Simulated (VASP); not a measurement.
# Hf (Cmce) in VASP: further runs, part 2 of 2

VASP 6.6.1.

### Step 3. Relaxation of cell and atoms, PBE

INCAR reads:

```
SYSTEM = Hf
PREC = Accurate ; ENCUT = 600
EDIFF = 1E-7 ; ISMEAR = 0
SIGMA = 0.1 ; LREAL = .False.
LASPH = .True. ; NELM = 100
ALGO = Normal ; ISIF = 3
LWAVE = .False. ; LCHARG = .False.
GGA = PE ; IBRION = 2
NSW = 90 ; EDIFFG = -0.04
```

KPOINTS reads:

```
regular mesh
0
Gamma
  6 6 4
  0 0 0
```

POSCAR reads:

```
Hf
1.0
    1.7701402080     -5.6152483939      0.0000000000
    1.7701402080      5.6152483939      0.0000000000
    0.0000000000      0.0000000000      4.6847215172
Hf
4
Direct
    0.0980000000      0.9020000000      0.9100000000
    0.5980000000      0.4020000000      0.5900000000
    0.9020000000      0.0980000000      0.0900000000
    0.4020000000      0.5980000000      0.4100000000
```

Potentials or basis: VASP PAW PBE potentials, release 64 (Hf_pv).

Run with:

```console
> cat potpaw_PBE.64/Hf_pv/POTCAR > POTCAR
> mpirun -np 1 vasp_std > vasp.out
```

OUTCAR:

```text
SYSTEM = Hf
   PREC = Accurate
   ENCUT = 600
   EDIFF = 1E-7
   ISMEAR = 0
   LREAL = .False.
   LASPH = .True.
   NELM = 100
   ISIF = 3
   GGA = PE
   IBRION = 2
   NSW = 90
   EDIFFG = -0.04

 ion  position               nearest neighbor table
   1  0.098  0.902  0.910-   2 2.32   2 2.32   3 2.36   2 3.64   2 3.64   4 3.67   4 3.67   4 3.67
                             4 3.67
   2  0.598  0.402  0.590-   1 2.32   1 2.32   4 2.36   1 3.64   1 3.64   3 3.67   3 3.67   3 3.67
                             3 3.67
   3  0.902  0.098  0.090-   4 2.32   4 2.32   1 2.36   4 3.64   4 3.64   2 3.67   2 3.67   2 3.67
                             2 3.67
   4  0.402  0.598  0.410-   3 2.32   3 2.32   2 2.36   3 3.64   3 3.64   1 3.67   1 3.67   1 3.67
                             1 3.67

  LATTYP: Found a base centered orthorhombic cell.
 ALAT       =     3.5402804160
 B/A-ratio  =     3.1722054380
 C/A-ratio  =     1.3232628399

  Lattice vectors:
[... 195 lines left out ...]
  in kB      287.8751208    153.7740168    241.3595003      0.0000000      0.0000000      0.0000000
  external PRESSURE =     227.6695460 kB  Pullay stress =       0.0000000 kB
[... 1410 lines left out ...]
     23       3.9284      0.00000
     24       4.3350      0.00000

 [... further k-points ...]

[... ionic steps 4 to 13 ...]

--------------------------------------- Ionic step       14  -------------------------------------------

 number of electron      39.9999999 magnetization

------------------------ aborting loop because EDIFF is reached ----------------------------------------
[... 71 lines left out ...]
--------------------------------------- Ionic step       16  -------------------------------------------

 number of electron      40.0000001 magnetization

 Free energy of the ion-electron system (eV)
  ---------------------------------------------------
  ext. energy  EPLUGINS =         0.00000000
  ---------------------------------------------------
  free energy    TOTEN  =       -38.67981681 eV

  energy without entropy =      -38.65160454  energy(sigma->0) =      -38.66571068

 E-fermi :   4.4103     XC(G=0): -11.1093

 val. band max:        4.3826188336   @ k =   0.3333   0.0000   0.2500
 cond. band min:       4.4140211844   @ k =   0.1667   0.1667   0.2500
 fundamental gap:      0.0314023508
 Fermi energy:         4.4102723416
[... 679 lines left out ...]
  FREE ENERGIE OF THE ION-ELECTRON SYSTEM (eV)
  ---------------------------------------------------
  free  energy   TOTEN  =       -38.6798168148 eV

  energy  without entropy=      -38.6516045410  energy(sigma->0) =      -38.66571068

 reached required accuracy - stopping structural energy minimisation
```

OSZICAR:

```text
N       E                     dE             d eps       ncg     rms          rms(c)
DAV:   1     0.183591525122E+03    0.18359E+03   -0.24896E+04  1872   0.177E+03
[... 186 lines left out ...]
DAV:   1    -0.386855805436E+02   -0.75409E-02   -0.13150E+00  1872   0.796E+00    0.135E+00
DAV:   2    -0.386823969451E+02    0.31836E-02   -0.53117E-02  2464   0.144E+00    0.380E-01
DAV:   3    -0.386803662568E+02    0.20307E-02   -0.29892E-03  2536   0.313E-01    0.286E-01
DAV:   4    -0.386798304224E+02    0.53583E-03   -0.10540E-03  2472   0.182E-01    0.167E-01
DAV:   5    -0.386798172625E+02    0.13160E-04   -0.11951E-04  2440   0.624E-02    0.389E-02
DAV:   6    -0.386798170240E+02    0.23854E-06   -0.28016E-06  2424   0.945E-03    0.222E-02
DAV:   7    -0.386798167985E+02    0.22548E-06   -0.15964E-07  1744   0.223E-03    0.181E-03
DAV:   8    -0.386798168148E+02   -0.16320E-07   -0.66945E-08  1344   0.159E-03
  16 F= -.38679817E+02 E0= -.38665711E+02  d E =-.177708E-02
```

CONTCAR:

```text
Hf
   1.00000000000000
     1.5886523600157265   -5.4054482402220883    0.0000000000000000
     1.5886523600157265    5.4054482402220883   -0.0000000000000000
     0.0000000000000000    0.0000000000000000    5.3703295377877387
  Hf
     4
Direct
     0.1353347509027002    0.8646652490972999    0.9997300218035855
     0.6353347509027001    0.3646652490972999    0.5002699781964145
     0.8646652490972999    0.1353347509027002    0.0002699781964146
     0.3646652490972999    0.6353347509027001    0.4997300218035854

  0.00000000E+00  0.00000000E+00  0.00000000E+00
  0.00000000E+00  0.00000000E+00  0.00000000E+00
  0.00000000E+00  0.00000000E+00  0.00000000E+00
  0.00000000E+00  0.00000000E+00  0.00000000E+00
```

It took 11 min on 1 thread of Intel Xeon 6975P-C (Granite Rapids), shared host; peak memory 0.38 GiB.

Results:

```
Free energy                            : -38.6798 eV
Relaxed volume                         : 23.06 Å³/atom
Relaxed cell                           : a = 5.634 Å, b = 5.634 Å, c = 5.370 Å, α = 90.00°, β = 90.00°, γ = 147.24°
Space group after relaxing (to 0.05 Å) : Fmmm (No. 69)
Energy gained by relaxing              : 2693.5 meV/atom
Ionic steps                            : 16
Pressure after relaxing                : -0.2 GPa
Largest force after relaxing           : 0.031 eV/Å
Band gap on the k mesh                 : zero (band 20 reaches 5.45 eV, above the bottom of band 21 at 3.95 eV)
```

Forces in eV/Å, atoms in the order of the input:
```
Hf   0.000 -0.028  0.013
Hf   0.000 -0.028 -0.013
Hf   0.000  0.028 -0.013
Hf   0.000  0.028  0.013
```

Step by step:
```csv
step,energy change (eV),largest force (eV/Å),pressure (GPa),volume (Å³)
1,0.0000,6.7864,22.77,93.13
2,-4.4839,1.2457,-13.97,144.97
3,-5.1079,2.4233,-9.12,128.36
4,-8.1564,2.1317,-10.94,111.63
5,-0.3919,10.9082,77.93,69.16
6,-9.2115,1.9290,-8.45,103.16
7,-9.9954,1.9049,10.37,85.22
8,-10.2922,1.0062,-1.33,92.86
9,-10.3432,0.9438,0.92,90.97
10,-10.6359,0.8966,4.46,89.40
11,-10.6933,0.5636,3.01,89.91
12,-10.7145,0.2093,-3.83,96.20
13,-10.7470,0.2994,-1.02,93.38
14,-10.7689,0.1473,-0.25,92.45
15,-10.7724,0.0636,0.23,91.91
16,-10.7741,0.0308,-0.24,92.23
```

Final structure:
```xyz
4
Lattice="1.5887 -5.4054 0.0000 1.5887 5.4054 0.0000 0.0000 0.0000 5.3703" Properties=species:S:1:pos:R:3 pbc="T T T"
Hf    1.5887    3.9424    5.3689
Hf    1.5887   -1.4631    2.6866
Hf    1.5887   -3.9424    0.0014
Hf    1.5887    1.4631    2.6837
```

Levels at points of the mesh, in eV from the Fermi level:
```csv
k point,band 16,band 17,band 18,band 19,band 20,band 21,band 22,band 23,band 24
"(0.00, 0.00, 0.00)",-2.81,-1.92,-0.48,0.34,0.54,0.75,1.40,1.97,1.97
"(0.50, 0.00, 0.00)",-1.80,-1.09,-1.09,-0.32,-0.32,-0.20,-0.20,1.27,1.27
"(0.50, 0.50, 0.00)",-2.23,-1.74,-1.30,-1.20,0.60,1.01,1.05,1.17,2.21
"(0.00, 0.00, 0.50)",-1.90,-1.66,-1.66,0.03,0.03,0.74,0.74,1.49,1.49
"(0.50, 0.00, 0.50)",-2.61,-1.36,-1.36,-0.86,-0.86,0.61,0.61,1.85,1.85
"(0.50, 0.50, 0.50)",-3.55,-1.25,-1.25,0.09,0.09,1.17,1.17,1.59,1.59
```

Caveat: spin-orbit coupling is left out, which moves the levels of the heavy elements.

### Step 4. Single point, PBE

This run uses another cell than the first one, of 23.36 Å³/atom, 1.003 times its volume.

INCAR reads:

```
SYSTEM = Hf
ALGO     = Normal         ! electronic algorithm
EDIFF    = 1E-6           ! SCF threshold, eV
ENCUT    = 520            ! plane-wave cutoff, eV
GGA      = PE             ! functional
ISIF     = 2              ! what is computed and relaxed
ISMEAR   = 0              ! smearing method
LASPH    = .TRUE.         ! aspherical terms in the spheres
LCHARG   = .TRUE.         ! write CHGCAR
LELF     = .TRUE.         ! ELF
LREAL    = .FALSE.        ! projectors in reciprocal space
LVHAR    = .TRUE.       
LWAVE    = .FALSE.        ! write WAVECAR
NBANDS   = 28             ! bands
NELM     = 100            ! most SCF steps
PREC     = Accurate       ! precision mode
SIGMA    = 0.1            ! smearing width, eV
```

KPOINTS reads:

```
k-points
0
G
  6 6 2
  0 0 0
```

POSCAR reads:

```
Hf
1.0
    2.9706829920     -1.9633942036      0.0000000000
    2.9706829920      1.9633942036      0.0000000000
    0.0000000000      0.0000000000      8.0091742694
Hf
4
Direct
    0.8500000000      0.1500000000      0.1170000000
    0.6500000000      0.3500000000      0.6170000000
    0.1500000000      0.8500000000      0.8830000000
    0.3500000000      0.6500000000      0.3830000000
```

Run with:

```console
> cat potpaw_PBE.64/Hf_pv/POTCAR > POTCAR
> mpirun -np 1 vasp_std > vasp.out
```

Wall time 26 s (1 thread of Intel Xeon 6975P-C (Granite Rapids), shared host); peak memory 0.22 GiB.

Results (log left out):

```yaml
Free_energy: -34.2349 eV
Pressure: 6.5 GPa
Largest_force: 6.718 eV/Å
Band_gap_on_the_k_mesh: zero (band 20 reaches 4.12 eV, above the bottom of band 21 at 3.44 eV)
```

Forces in eV/Å, atoms in the order of the input:
```
Hf   0.000  4.195  5.247
Hf   0.000 -4.195  5.247
Hf   0.000 -4.195 -5.247
Hf   0.000  4.195 -5.247
```

Stress tensor (GPa, compression positive):
```
-19.65   0.00   0.00
  0.00   5.84   0.00
  0.00   0.00  33.41
```

Levels at points of the mesh, in eV from the Fermi level:
```tsv
k point	band 17	band 18	band 19	band 20	band 21	band 22	band 23	band 24
(0.00, 0.00, 0.00)	-0.75	-0.27	0.09	0.20	0.37	1.38	1.67	2.27
(0.50, 0.00, 0.00)	-0.69	-0.69	-0.04	-0.04	0.53	0.53	1.80	1.80
(0.50, 0.50, 0.00)	-1.23	-0.89	-0.75	-0.15	0.13	1.65	1.91	2.18
(0.00, 0.00, 0.50)	-0.53	-0.53	-0.17	-0.17	1.14	1.14	1.38	1.38
(0.50, 0.00, 0.50)	-0.80	-0.80	-0.40	-0.40	1.01	1.01	2.31	2.31
(0.50, 0.50, 0.50)	-1.47	-1.47	-0.55	-0.55	-0.46	-0.46	4.14	4.14
```

Caveat: the k points lie up to 0.39 Å⁻¹ apart; spin-orbit coupling is left out, which moves the levels of the heavy elements; forces of over 1 eV/Å act on the atoms, so gaps and moduli don't describe the material at rest.

### Step 5. The runs side by side

| task | cell | k mesh | cutoff (eV) | gap on the mesh (eV) | pressure (GPa) | largest force (eV/Å) |
| --- | --- | --- | --- | --- | --- | --- |
| single point | a = 5.888, b = 5.888, c = 4.685 Å, angles 90.0, 90.0, 145.0°, 4 atoms | 6 × 6 × 4 | 520 | none | 22.8 | 6.79 |
| relaxation of cell and atoms | relaxed from a = 5.888, b = 5.888, c = 4.685 Å, angles 90.0, 90.0, 145.0°, 4 atoms | 6 × 6 × 4 | 600 | none | -0.2 | 0.03 |
| single point | a = 3.561, b = 3.561, c = 8.009 Å, angles 90.0, 90.0, 66.9°, 4 atoms | 6 × 6 × 2 | 520 | none | 6.5 | 6.72 |

Alike in all rows: level PBE; potentials or basis VASP PAW PBE potentials, release 64 (Hf_pv); no spin polarisation; smearing gaussian 0.1 eV.

Caveats: some runs use coarse meshes; spin-orbit coupling is left out, which moves the levels of the heavy elements; forces of over 1 eV/Å act on the atoms, so gaps and moduli don't describe the material at rest (some runs).

Total energies depend on the potentials used, so only differences within one code and one set of settings carry meaning.
